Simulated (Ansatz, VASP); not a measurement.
## Two plane-wave programs on Si4O7

```
Si O
1.0
     0.00000    4.15486   -2.66143
     0.00000   -4.15486   -2.66143
    -4.15486    0.00000    2.66143
Si O
4 7
Direct
  0.25000 0.75000 0.50000
  0.75000 0.25000 0.50000
  0.00000 0.00000 0.00000
  0.50000 0.50000 0.00000
  0.00000 0.30556 0.30556
  0.55556 0.75000 0.80556
  0.05556 0.25000 0.80556
  0.00000 0.69444 0.69444
  0.47873 0.14583 0.62455
  0.94444 0.75000 0.19444
  0.44444 0.25000 0.19444
```

Change from the starting cell: O vacancy; atom 9 moved 0.125 of the way to it and -0.125 Å across, host rigid.

Alike in both runs: task single point; functional LDA; k mesh 6 × 6 × 6; occupations gaussian, width 0.05 eV; no spin polarisation.

```csv
,VASP,Ansatz
version,VASP 6.6.1,Ansatz 0.2.0
potentials or method,"VASP PAW LDA potentials, release 64 (Si, O), cutoff 520 eV","scalar-relativistic, plane waves, PAW"
valence electrons in the cell,58,58
```

```tsv
	VASP	Ansatz	Ansatz less VASP
gap on the k mesh at the Fermi level (eV)	1.63	1.63	+0.001
least direct gap on the mesh (eV)	2.16	2.16	0.000
pressure (GPa)	5.6	4.6	-0.97
traceless stress, the component that is largest in VASP (GPa)	5.26	4.50	-0.757
rms of the force components (eV/Å)	1.633	1.614	-0.0184
```

Ansatz warns that its potentials were made for another functional, while VASP's fit it. LDA's correlation is that of Perdew and Zunger in VASP and of Perdew and Wang (1992) in Ansatz. Atom by atom the forces differ by 0.027 eV/Å (rms over components).
